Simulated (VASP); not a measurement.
# BeS (Fm-3m) in VASP: G0W0 quasiparticle levels with r2SCAN

Aim: the G0W0 quasiparticle levels of BeS with r2SCAN.

Everything below comes from runs of VASP 6.6.1. Logs are shortened: lines on timing, memory, paths and dates and some standing lists are left out, and cuts for length are marked.

## Step 1: The cell of the first run

The structure is cubic, space group Fm-3m (No. 225). Conventional cell: a = 4.635 Å, b = 4.635 Å, c = 4.635 Å, α = 90.00°, β = 90.00°, γ = 90.00°. Be (site symmetry m-3m) has 6 S at 2.32 Å within 3.1 Å. S (site symmetry m-3m) has 6 Be at 2.32 Å within 3.1 Å.

## Step 2: G0W0 quasiparticle levels, r2SCAN

POSCAR

```
BeS
1.0
    0.0000000000      2.3172972025      2.3172972025
    2.3172972025      0.0000000000      2.3172972025
    2.3172972025      2.3172972025      0.0000000000
Be S
1 1
Direct
    0.0000000000      0.0000000000      0.0000000000
    0.5000000000      0.5000000000      0.5000000000
```

INCAR.step1

```
PREC = Accurate
ENCUT = 500
EDIFF = 1E-8
ISMEAR = 0
SIGMA = 0.01
LREAL = F
LASPH = T
NELM = 80
ALGO = Normal
LWAVE = T
LCHARG = F
METAGGA = R2SCAN
LMIXTAU = T
```

INCAR.step2

```
PREC = Accurate
ENCUT = 500
EDIFF = 1E-8
ISMEAR = 0
SIGMA = 0.01
LREAL = F
LASPH = T
NELM = 1
ALGO = Exact
LWAVE = T
LCHARG = F
METAGGA = R2SCAN
LMIXTAU = T
NBANDS = 97
LOPTICS = T
ISTART = 1
```

INCAR.step3

```
PREC = Accurate
ENCUT = 500
EDIFF = 1E-8
ISMEAR = 0
SIGMA = 0.01
LREAL = F
LASPH = T
ALGO = EVGW0
LWAVE = F
LCHARG = F
METAGGA = R2SCAN
LMIXTAU = T
NELMGW = 1
NBANDS = 97
ENCUTGW = 140.0
NOMEGA = 96
PRECFOCK = Fast
ISTART = 1
NBANDSGW = 12
OMEGAMAX = 20
```

KPOINTS

```
Automatic mesh
0
Gamma
  6 6 6
```

Potentials or basis: VASP PAW PBE potentials, release 64 (Be_GW, S_GW).

Launch:

```bash
cat potpaw_PBE.64/Be_GW/POTCAR potpaw_PBE.64/S_GW/POTCAR > POTCAR
cp INCAR.step1 INCAR
mpirun -np 1 vasp_std > vasp.out
cp INCAR.step2 INCAR
mpirun -np 1 vasp_std > vasp.out
cp INCAR.step3 INCAR
mpirun -np 1 vasp_std > vasp.out
```

OUTCAR:

```text
PREC = Accurate
   ENCUT = 500
   EDIFF = 1E-8
   ISMEAR = 0
   LREAL = F
   LASPH = T
   METAGGA = R2SCAN
   NELMGW = 1
   ENCUTGW = 140.0
   PRECFOCK = Fast
   ISTART = 1

 ion  position               nearest neighbor table
   1  0.000  0.000  0.000-   2 2.32   2 2.32   2 2.32   2 2.32   2 2.32   2 2.32
   2  0.500  0.500  0.500-   1 2.32   1 2.32   1 2.32   1 2.32   1 2.32   1 2.32

  LATTYP: Found a face centered cubic cell.
 ALAT       =     4.6345944050

  Lattice vectors:

 A1 = (   0.0000000000,   2.3172972025,   2.3172972025)
 A2 = (   2.3172972025,   0.0000000000,   2.3172972025)
 A3 = (   2.3172972025,   2.3172972025,   0.0000000000)

Analysis of symmetry for initial positions (statically):
=====================================================================
 Subroutine PRICEL returns:
 Original cell was already a primitive cell.

 Routine SETGRP: Setting up the symmetry group for a
 face centered cubic supercell.

 Subroutine GETGRP returns: Found 48 space group operations
 (whereof 48 operations were pure point group operations)
 out of a pool of 48 trial point group operations.

The static configuration has the point symmetry O_h .

Analysis of symmetry for dynamics (positions and initial velocities):
=====================================================================
 Subroutine PRICEL returns:
 Original cell was already a primitive cell.

 Routine SETGRP: Setting up the symmetry group for a
 face centered cubic supercell.

 Subroutine GETGRP returns: Found 48 space group operations
 (whereof 48 operations were pure point group operations)
 out of a pool of 48 trial point group operations.

The dynamic configuration has the point symmetry O_h .

 Subroutine INISYM returns: Found 48 space group operations
 (whereof 48 operations are pure point group operations),
 and found     1 'primitive' translations

----------------------------------------------------------------------------------------

                                     Primitive cell

  volume of cell :      24.8872

  direct lattice vectors                    reciprocal lattice vectors
     0.000000000  2.317297202  2.317297202    -0.215768612  0.215768612  0.215768612
     2.317297202  0.000000000  2.317297202     0.215768612 -0.215768612  0.215768612
     2.317297202  2.317297202  0.000000000     0.215768612  0.215768612 -0.215768612

  length of vectors
     3.277153132  3.277153132  3.277153132     0.373722198  0.373722198  0.373722198

  position of ions in fractional coordinates (direct lattice)
     0.000000000  0.000000000  0.000000000
     0.500000000  0.500000000  0.500000000

  ion indices of the primitive-cell ions
   primitive index   ion index
                 1           1
                 2           2

----------------------------------------------------------------------------------------

 KPOINTS: Automatic mesh

Automatic generation of k-mesh.
 Grid dimensions read from file:
 generate k-points for:    6    6    6

 Generating k-lattice:

  Cartesian coordinates                     Fractional coordinates (reciprocal lattice)
    -0.035961435  0.035961435  0.035961435     0.166666667  0.000000000  0.000000000
     0.035961435 -0.035961435  0.035961435     0.000000000  0.166666667  0.000000000
     0.035961435  0.035961435 -0.035961435     0.000000000  0.000000000  0.166666667

  Length of vectors
     0.062287033  0.062287033  0.062287033

  Shift w.r.t. Gamma in fractional coordinates (k-lattice)
     0.000000000  0.000000000  0.000000000

 Subroutine IBZKPT returns following result:
 ===========================================

 Found     16 irreducible k-points:

 Following reciprocal coordinates:
            Coordinates               Weight
  0.000000  0.000000  0.000000      1.000000
  0.166667  0.000000  0.000000      8.000000
  0.333333  0.000000  0.000000      8.000000
  0.500000  0.000000  0.000000      4.000000
  0.166667  0.166667  0.000000      6.000000
  0.333333  0.166667  0.000000     24.000000
[... 8 lines left out ...]
 -0.333333  0.333333  0.166667     24.000000
 -0.333333  0.500000  0.166667     12.000000
   k-points           NKPTS =     16   k-points in BZ     NKDIM =    216   number of bands    NBANDS=     97
   number of dos      NEDOS =    301   number of ions     NIONS =      2
   total plane-waves  NPLWV =  13824
   dimension x,y,z NGX =    24 NGY =   24 NGZ =   24
   dimension x,y,z NGXF=    48 NGYF=   48 NGZF=   48
   ions per type =               1   1
   NGX,Y,Z   is equivalent  to a cutoff of  12.17, 12.17, 12.17 a.u.
   NGXF,Y,Z  is equivalent  to a cutoff of  24.35, 24.35, 24.35 a.u.
 SYSTEM =  unknown system
   PREC   = accura    normal or accurate (medium, high low for compatibility)
   ISTART =      1    job   : 0-new  1-cont  2-samecut
   ICHARG =      0    charge: 1-file 2-atom 10-const
   ISPIN  =      1    spin polarized calculation?
   LNONCOLLINEAR =      F non collinear calculations
   LSORBIT =      F    spin-orbit coupling
   LASPH  =      T    aspherical Exc in radial PAW
   ENCUT  =  500.0 eV  36.75 Ry    6.06 a.u.   5.98  5.98  5.98*2*pi/ulx,y,z
   NELM   =     60;   NELMIN=  2; NELMDL=  0     # of ELM steps
   EDIFF  = 0.1E-07   stopping-criterion for ELM
   LREAL  =      F    real-space projection
   EDIFFG = 0.1E-06   stopping-criterion for IOM
   NSW    =      0    number of steps for IOM
   IBRION =     -1    ionic relax: 0-MD 1-quasi-New 2-CG
   NFREE  =      0    steps in history (QN), initial steepest desc. (CG)
   ISIF   =      0    stress and relaxation
   ISYM   =      3    0-nonsym 1-usesym 2-fastsym
   POTIM  = 0.5000    time-step for ionic-motion
   TEBEG  =    0.0;   TEEND  =   0.0 temperature during run
   PSTRESS=    0.0 pullay stress
   NELECT =       8.0000    total number of electrons
   NUPDOWN=      -1.0000    fix difference up-down
   EMIN   =  10.00;   EMAX   =-10.00  energy-range for DOS
   EFERMI =   0.00;   METHOD = LEGACY
   ISMEAR =     0;   SIGMA  =   0.01  broadening in eV -4-tet -1-fermi 0-gaus
   EFERMI_NEDOS =   21; number of points for ismear=-14 and -15
   IALGO  =     38    algorithm
   IMIX   =      4    mixing-type and parameters
     AMIX     =   0.40;   BMIX     =  1.00
     AMIX_MAG =   1.60;   BMIX_MAG =  1.00
  volume/ion in A,a.u.               =      12.44        83.97
  Fermi-wavevector in a.u.,A,eV,Ry     =   1.121450  2.119232 17.111356  1.257649
  Thomas-Fermi vector in A             =   2.258103
   LORBIT       =      0    0 simple, 1 ext, 2 COOP (PROOUT), +10 PAW based schemes
   METAGGA = R2SCAN    functional components
   LHFCALC =     T    Hartree Fock is set to
   PRECFOCK=fast      Normal, Fast or Accurate (Low or Medium for compatibility)
   ENCUT4O =  -1.0   cutoff for four orbital integrals eV
   NKREDX  =     1    reduce k-point grid by
   NKREDY  =     1    reduce k-point grid by
   NKREDZ  =     1    reduce k-point grid by
   AEXX    =    1.0000 exact exchange contribution
   HFSCREEN=    0.0000 screening length (either q_TF or 0.3 A-1)
   HFSCREENC=   0.0000 screening length for correlation (either q_TF or 0.3 A-1)
   ENCUTFOCK=  -1.0 apply spherical cutoff to Coloumb kernel
   IVDW    =     0    specifies the selected vdW correction
   LEPSILON=     F    determine dielectric tensor
   LRPA    =     F    only Hartree local field effects (RPA)
   LRPAFORCE           =     F    calculate RPA forces
   ENCUTGW             = 140.0    cutoff for response function in eV
   ENCUTGWSOFT         = 112.0    soft cutoff for Coulomb kernel in GW response function in eV
   ENCUTLF             =  -1.0    cutoff for local field effects
   NELMGW              =     1    number of iterations in solving QP/BSE equation
   NELMHF              =     1    number of iterations in the inner HF iteration
   NKREDLFX            =     1    NKREDLFY  =   1   NKREDLFZ  =   1
 non-spin polarized calculation
 Gauss-broadening in eV      SIGMA  =   0.01
  energy-cutoff  :      500.00
  volume of cell :       24.89
 maximum number of plane-waves:       641
  NGX = 14; NGY = 14; NGZ = 14
   NGX = 11   NGY = 11   NGZ = 11
 maximum number of plane-waves:       101
 NGX is ok and might be reduce to    14

 QP shifts <psi_nk| G(iteration)W_0 |psi_nk>: iteration 1
 for sc-GW calculations column KS-energies equals QP-energies in previous step
 and V_xc(KS)=  KS-energies - (<T + V_ion + V_H > + <T+V_H+V_ion>^1  + <V_x>^1)

 k-point   1 :       0.0000    0.0000    0.0000
  band No.  KS-energies  QP-energies   sigma(KS)   V_xc(KS)     V^pw_x(r,r')   Z            occupation Imag(sigma)

      1      -9.7472      -9.9014     -13.7800     -13.5598     -21.3623       0.7004       2.0000       1.5447
      2       5.7357       5.2288     -14.3623     -13.7160     -16.0750       0.7844       2.0000       0.0293
      3       5.7357       5.2288     -14.3623     -13.7160     -16.0750       0.7844       2.0000       0.0293
      4       5.7357       5.2288     -14.3623     -13.7160     -16.0750       0.7844       2.0000       0.0293
      5      12.2279      12.0953     -11.0672     -10.8975      -6.0934       0.7814       0.0000      -0.0791
      6      15.3079      15.5470     -10.2722     -10.5730      -5.3145       0.7945       0.0000      -0.0966
      7      15.3079      15.5470     -10.2722     -10.5730      -5.3145       0.7945       0.0000      -0.0966
      8      15.3079      15.5470     -10.2722     -10.5730      -5.3145       0.7945       0.0000      -0.0966
      9      16.6743      16.4081      -9.7224      -9.3671      -3.3070       0.7492       0.0000      -0.2980
     10      16.6743      16.4081      -9.7224      -9.3671      -3.3070       0.7492       0.0000      -0.2980
     11      16.6743      16.4081      -9.7224      -9.3671      -3.3070       0.7492       0.0000      -0.2980
     12      18.5026      18.8036     -11.3018     -11.6902      -5.4660       0.7747       0.0000      -0.2784

 k-point   2 :       0.1667    0.0000    0.0000
  band No.  KS-energies  QP-energies   sigma(KS)   V_xc(KS)     V^pw_x(r,r')   Z            occupation Imag(sigma)
[... 225 lines left out ...]
      1      -6.2794      -6.2946     -14.7722     -14.7516     -21.4917       0.7380       2.0000       1.0548
      2      -0.3037      -0.8726     -12.7410     -11.9664     -16.3208       0.7343       2.0000       0.1739
      3       1.4089       0.8277     -13.0552     -12.2811     -15.9576       0.7509       2.0000       0.0922
      4       2.1308       1.5672     -13.0227     -12.2779     -15.5636       0.7567       2.0000       0.0696
      5       9.5871       9.7358     -10.7054     -10.8936      -6.5221       0.7901       0.0000      -0.0542
      6      13.4909      13.6064     -10.2427     -10.3875      -5.4888       0.7974       0.0000      -0.0740
      7      14.3783      14.4788     -10.6936     -10.8256      -5.1480       0.7611       0.0000      -0.1560
      8      18.4499      18.5296     -11.3852     -11.4894      -5.3488       0.7656       0.0000      -0.2553
      9      19.6592      19.3682     -10.5360     -10.1471      -3.6178       0.7484       0.0000      -0.5280
     10      21.8096      21.5050     -10.1780      -9.7844      -3.1806       0.7741       0.0000      -0.7070
     11      24.4684      24.7321     -12.0448     -12.3966      -4.8409       0.7493       0.0000      -0.6117
     12      25.6630      25.6187     -11.7258     -11.6678      -4.2878       0.7658       0.0000      -1.0940
```

Run time: 2.6 min. Hardware: 1 thread of Intel Xeon 6975P-C (Granite Rapids), shared host; peak memory 0.46 GiB.

Results:

| Property | Result |
| --- | --- |
| Quasiparticle gap | 1.91 eV |
| Least direct quasiparticle gap | 5.28 eV |
| Band gap of the starting levels on the mesh | 1.35 eV |
| Least direct gap of the starting levels on the mesh | 4.60 eV |

Caveat: the k points lie up to 0.39 Å⁻¹ apart; bands, screening cutoff and mesh are small and nothing is extrapolated, so the quasiparticle values aren't converged; the structure was generated, so it needn't be the stable form of BeS.
